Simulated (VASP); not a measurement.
Here is a VASP 6.6.1 calculation.

The input INCAR:

```
PREC = Accurate
ENCUT = 600
EDIFF = 1E-6
ISMEAR = 0
SIGMA = 0.01
LREAL = False
LASPH = True
NELM = 120
ALGO = Normal
ISIF = 2
LWAVE = False
LCHARG = False
GGA = PE
NBANDS = 16
GGA_COMPAT = False
```

KPOINTS

```
regular mesh
0
Gamma
  8 8 4
```

POSCAR

```
BN
1.0
    2.5857381177      0.0000000000      0.0000000000
   -1.2928690588      2.2393148934      0.0000000000
    0.0000000000      0.0000000000      4.2813542414
B N
2 2
Direct
    0.6666666667      0.3333333333      0.0000000000
    0.3333333333      0.6666666667      0.5000000000
    0.6666666667      0.3333333333      0.3750000000
    0.3333333333      0.6666666667      0.8750000000
```

Potentials or basis: VASP PAW PBE potentials, release 64 (B, N).

The run is started by

```bash
$ cat potpaw_PBE.64/B/POTCAR potpaw_PBE.64/N/POTCAR > POTCAR
$ mpirun -np 1 vasp_std > vasp.out
```

**Question.** What does it give for the pressure?

**Answer.** -13.2 GPa.

**Question.** What does it give for the band gap on the k mesh?

**Answer.** 5.58 eV, indirect (least direct gap 8.05 eV).

Forces on the atoms (eV/Å):
```
B    0.000  0.000  0.006
B    0.000  0.000  0.006
N    0.000  0.000 -0.006
N    0.000  0.000 -0.006
```

A k mesh can miss the band edges. PBE gaps usually lie below the measured ones, often by a third to a half.
